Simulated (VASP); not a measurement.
# Ag (Fm-3m) in VASP: notebook, part 2 of 2

VASP 6.6.1. The steps go on from the part before.

## (3) Electric field gradients, PBE (volume scaled by 1.06)

File INCAR:

```
SYSTEM = Ag
PREC     = Accurate       ! precision mode
ENCUT    = 520            ! plane-wave cutoff, eV
EDIFF    = 1E-8           ! SCF threshold, eV
ISMEAR   = -1             ! smearing method
SIGMA    = 0.03           ! smearing width, eV
LREAL    = .False.        ! projectors in reciprocal space
LASPH    = .True.         ! aspherical terms in the spheres
NELM     = 100            ! most SCF steps
ALGO     = Normal         ! electronic algorithm
ISIF     = 2              ! what is computed and relaxed
LWAVE    = .False.        ! write WAVECAR
LCHARG   = .False.        ! write CHGCAR
GGA      = PE             ! functional
LEFG     = .True.       
NBANDS   = 12             ! bands
```

File KPOINTS:

```
regular mesh
0
Gamma
  15 15 15
  0 0 0
```

File POSCAR:

```
Ag
1.0
    0.0000000000      2.0831709575      2.0831709575
    2.0831709575      0.0000000000      2.0831709575
    2.0831709575      2.0831709575      0.0000000000
Ag
1
Direct
    0.0000000000      0.0000000000      0.0000000000
```

Potentials or basis: VASP PAW PBE potentials, release 64 (Ag).

The run is started by

```sh
cat potpaw_PBE.64/Ag/POTCAR > POTCAR
mpirun -np 1 vasp_std > vasp.out
```

OUTCAR:

```text
SYSTEM = Ag
   PREC = Accurate
   ENCUT = 520
   EDIFF = 1E-8
   ISMEAR = -1
   LREAL = .False.
   LASPH = .True.
   NELM = 100
   ISIF = 2
   GGA = PE

 ion  position               nearest neighbor table
   1  0.000  0.000  0.000-

  LATTYP: Found a face centered cubic cell.
 ALAT       =     4.1663419150

  Lattice vectors:

 A1 = (   0.0000000000,   2.0831709575,   2.0831709575)
 A2 = (   2.0831709575,   0.0000000000,   2.0831709575)
 A3 = (   2.0831709575,   2.0831709575,   0.0000000000)

Analysis of symmetry for initial positions (statically):
=====================================================================
 Subroutine PRICEL returns:
 Original cell was already a primitive cell.

 Routine SETGRP: Setting up the symmetry group for a
 face centered cubic supercell.

 Subroutine GETGRP returns: Found 48 space group operations
 (whereof 48 operations were pure point group operations)
 out of a pool of 48 trial point group operations.

The static configuration has the point symmetry O_h .

Analysis of symmetry for dynamics (positions and initial velocities):
=====================================================================
 Subroutine PRICEL returns:
 Original cell was already a primitive cell.

 Routine SETGRP: Setting up the symmetry group for a
 face centered cubic supercell.

 Subroutine GETGRP returns: Found 48 space group operations
 (whereof 48 operations were pure point group operations)
 out of a pool of 48 trial point group operations.

The dynamic configuration has the point symmetry O_h .

 Subroutine INISYM returns: Found 48 space group operations
 (whereof 48 operations are pure point group operations),
 and found     1 'primitive' translations

----------------------------------------------------------------------------------------

                                     Primitive cell

  volume of cell :      18.0803

  direct lattice vectors                    reciprocal lattice vectors
     0.000000000  2.083170958  2.083170958    -0.240018707  0.240018707  0.240018707
     2.083170958  0.000000000  2.083170958     0.240018707 -0.240018707  0.240018707
     2.083170958  2.083170958  0.000000000     0.240018707  0.240018707 -0.240018707

  length of vectors
     2.946048621  2.946048621  2.946048621     0.415724596  0.415724596  0.415724596

  position of ions in fractional coordinates (direct lattice)
     0.000000000  0.000000000  0.000000000

  ion indices of the primitive-cell ions
   primitive index   ion index
                 1           1

----------------------------------------------------------------------------------------

 KPOINTS: regular mesh

Automatic generation of k-mesh.
 Grid dimensions read from file:
 generate k-points for:   15   15   15

 Generating k-lattice:

  Cartesian coordinates                     Fractional coordinates (reciprocal lattice)
    -0.016001247  0.016001247  0.016001247     0.066666667  0.000000000  0.000000000
     0.016001247 -0.016001247  0.016001247     0.000000000  0.066666667  0.000000000
     0.016001247  0.016001247 -0.016001247     0.000000000  0.000000000  0.066666667

[... 66 lines left out ...]
   PSTRESS=    0.0 pullay stress
   NELECT =      11.0000    total number of electrons
   NUPDOWN=      -1.0000    fix difference up-down
   EMIN   =  10.00;   EMAX   =-10.00  energy-range for DOS
   EFERMI =   0.00;   METHOD = LEGACY
   ISMEAR =    -1;   SIGMA  =   0.03  broadening in eV -4-tet -1-fermi 0-gaus
   EFERMI_NEDOS =   21; number of points for ismear=-14 and -15
   IALGO  =     38    algorithm
   IMIX   =      4    mixing-type and parameters
     AMIX     =   0.40;   BMIX     =  1.00
     AMIX_MAG =   1.60;   BMIX_MAG =  1.00
  volume/ion in A,a.u.               =      18.08       122.01
  Fermi-wavevector in a.u.,A,eV,Ry     =   1.387195  2.621418 26.181823  1.924310
  Thomas-Fermi vector in A             =   2.511439
   LORBIT       =      0    0 simple, 1 ext, 2 COOP (PROOUT), +10 PAW based schemes
   GGA     = PE    functional components
   LHFCALC =     F    Hartree Fock is set to
   AEXX    =    0.0000 exact exchange contribution
   IVDW    =     0    specifies the selected vdW correction
   LEPSILON=     F    determine dielectric tensor
   LRPA    =     F    only Hartree local field effects (RPA)
 non-spin polarized calculation
  energy-cutoff  :      520.00
  volume of cell :       18.08
 maximum number of plane-waves:       531
 NGX is ok and might be reduce to    24
   NGX = 11   NGY = 11   NGZ = 11

 number of electron      11.0000000 magnetization

 Free energy of the ion-electron system (eV)
  ---------------------------------------------------
  ext. energy  EPLUGINS =         0.00000000
  ---------------------------------------------------
  free energy    TOTEN  =        -2.71282604 eV

  energy without entropy =       -2.71113425  energy(sigma->0) =       -2.71198015

 E-fermi :   7.7676     XC(G=0): -11.8636

 val. band max:        7.7420293437   @ k =   0.4667   0.4000   0.0667
 cond. band min:       7.7731931772   @ k =  -0.2667   0.2667   0.0667
 fundamental gap:      0.0311638334
 Fermi energy:         7.7675597374

 k-point     1 :       0.0000    0.0000    0.0000
  band No.  band energies     occupation
      1       0.2943      2.00000
      2       3.0352      2.00000
      3       3.0352      2.00000
      4       3.0352      2.00000
      5       3.9660      2.00000
      6       3.9660      2.00000
      7      23.5267      0.00000
      8      26.7581      0.00000
      9      26.7581      0.00000
     10      26.7581      0.00000
     11      31.4294      0.00000
     12      32.2099      0.00000
[... 331 lines left out ...]
 k-point    24 :       0.2000    0.1333    0.0000
  band No.  band energies     occupation
      1       1.3778      2.00000
      2       2.6837      2.00000
      3       3.3613      2.00000
      4       3.3917      2.00000
      5       3.7564      2.00000
      6       4.1381      2.00000
      7      22.2644      0.00000
      8      23.9839      0.00000
      9      24.1151      0.00000
     10      25.7412      0.00000
     11      28.7589      0.00000
     12      32.2476      0.00000

 [... further k-points ...]
[... 5 lines left out ...]
  --------------------------------------------------------------------------------------
  -------------------------------------------------------------------------------------
  Total       -0.1508129     -0.1508129     -0.1508129     -0.0000000      0.0000000      0.0000000
  in kB      -13.3642401    -13.3642401    -13.3642401     -0.0000000      0.0000000      0.0000000
  external PRESSURE =     -13.3642401 kB  Pullay stress =       0.0000000 kB

 VOLUME and BASIS-vectors are now :
 -----------------------------------------------------------------------------
  energy-cutoff  :      520.00
  volume of cell :       18.08
      direct lattice vectors                 reciprocal lattice vectors
     0.000000000  2.083170958  2.083170958    -0.240018707  0.240018707  0.240018707
     2.083170958  0.000000000  2.083170958     0.240018707 -0.240018707  0.240018707
     2.083170958  2.083170958  0.000000000     0.240018707  0.240018707 -0.240018707

 POSITION                                       TOTAL-FORCE (eV/Angst)
 -----------------------------------------------------------------------------------
      0.00000      0.00000      0.00000        -0.000000      0.000000     -0.000000
 -----------------------------------------------------------------------------------
    total drift:                               -0.000000      0.000000      0.000000

  FREE ENERGIE OF THE ION-ELECTRON SYSTEM (eV)
  ---------------------------------------------------
  free  energy   TOTEN  =        -2.7128260433 eV

  energy  without entropy=       -2.7111342546  energy(sigma->0) =       -2.71198015

 Electric field gradients (V/A^2)
---------------------------------------------------------------------
 ion       V_xx      V_yy      V_zz      V_xy      V_xz      V_yz
---------------------------------------------------------------------
   1      -0.000    -0.000    -0.000     0.000     0.000     0.000
---------------------------------------------------------------------

 Electric field gradients after diagonalization (V/A^2)
 (convention: |V_zz| > |V_xx| > |V_yy|)
----------------------------------------------------------------------
 ion       V_xx      V_yy      V_zz     asymmetry (V_yy - V_xx)/ V_zz
----------------------------------------------------------------------
   1      -0.000    -0.000     0.001       0.000
----------------------------------------------------------------------

           NMR quadrupolar parameters

 Cq : quadrupolar parameter    Cq=e*Q*V_zz/h
 eta: asymmetry parameters     (V_yy - V_xx)/ V_zz
 Q  : nuclear electric quadrupole moment in mb (millibarn)
----------------------------------------------------------------------
 ion       Cq(MHz)       eta       Q (mb)
----------------------------------------------------------------------
   1       0.000       0.000       1.000
----------------------------------------------------------------------
```

It took 15 s on 1 thread of Intel Xeon 6975P-C, shared host; peak memory 0.16 GiB.

What came out:

```yaml
Free_energy: -2.7128 eV
Pressure: -1.3 GPa
```

Caveat: the cell differs from its parent crystal (volume scaled by 1.06); without QUAD_EFG the Cq values of the log hold for a quadrupole moment of 1 mb, not for the nuclei.

## (4) Density of states, PBE

This run uses another cell than the first one, of 17.06 Å³/atom, 0.971 times its volume.

File POSCAR:

```
Ag
1.0
    0.0000000000      2.0431000000      2.0431000000
    2.0431000000      0.0000000000      2.0431000000
    2.0431000000      2.0431000000      0.0000000000
Ag
1
Direct
    0.0000000000      0.0000000000      0.0000000000
```

File INCAR.step1:

```
SYSTEM = Ag
PREC = Accurate ; ENCUT = 520
EDIFF = 1E-7 ; ISMEAR = -1
SIGMA = 0.03 ; LREAL = .False.
LASPH = .True. ; NELM = 100
ALGO = Normal ; ISIF = 2
LWAVE = .False. ; LCHARG = .True.
LMAXMIX = 4 ; GGA = PE
NBANDS = 12
```

File KPOINTS.step1:

```
regular mesh
0
Gamma
  15 15 15
  0 0 0
```

File INCAR.step2:

```
SYSTEM = Ag
PREC = Accurate ; ENCUT = 520
EDIFF = 1E-7 ; ISMEAR = -5
SIGMA = 0.03 ; LREAL = .False.
LASPH = .True. ; NELM = 100
ALGO = Normal ; ISIF = 2
LWAVE = .False. ; LCHARG = .False.
LMAXMIX = 4 ; GGA = PE
LORBIT = 10 ; NBANDS = 12
NEDOS = 2001 ; ICHARG = 11
```

File KPOINTS.step2:

```
regular mesh
0
Gamma
  23 23 23
  0 0 0
```

The run is started by

```sh
cat potpaw_PBE.64/Ag/POTCAR > POTCAR
cp INCAR.step1 INCAR
cp KPOINTS.step1 KPOINTS
mpirun -np 1 vasp_std > vasp.out
cp INCAR.step2 INCAR
cp KPOINTS.step2 KPOINTS
mpirun -np 1 vasp_std > vasp.out
```

It took 35 s on 1 thread of Intel Xeon 6975P-C, shared host; peak memory 0.19 GiB.

It converged, with:

* Valence electrons inside the program's atomic spheres: Ag 9.88

Levels at points of the mesh, in eV from the Fermi level:
```tsv
k point	band 3	band 4	band 5	band 6	band 7	band 8	band 9	band 10
(0.00, 0.00, 0.00)	-4.86	-4.86	-3.82	-3.82	15.98	19.55	19.55	19.55
```

Caveat: tetrahedron occupations give inexact forces and stress in metals.

## (5) Overview

```csv
task,cell,k mesh for the DOS,occupations for the DOS,gap on the mesh (eV),pressure (GPa)
electric field gradients,"a = 2.918 Å, angles 60.0°, 1 atom",-,-,none,1.2
electric field gradients,"a = 2.946 Å, angles 60.0°, 1 atom",-,-,none,-1.3
density of states,"a = 2.889 Å, angles 60.0°, 1 atom",23 × 23 × 23,tetrahedron,-,-
```

Alike in all rows: level PBE; potentials or basis VASP PAW PBE potentials, release 64 (Ag); no spin polarisation; k mesh 15 × 15 × 15; cutoff (eV) 520; smearing fermi-dirac 0.03 eV.

Caveats: tetrahedron occupations give inexact forces and stress in metals (some runs).

Absolute energies hang on the potentials; compare differences alone.
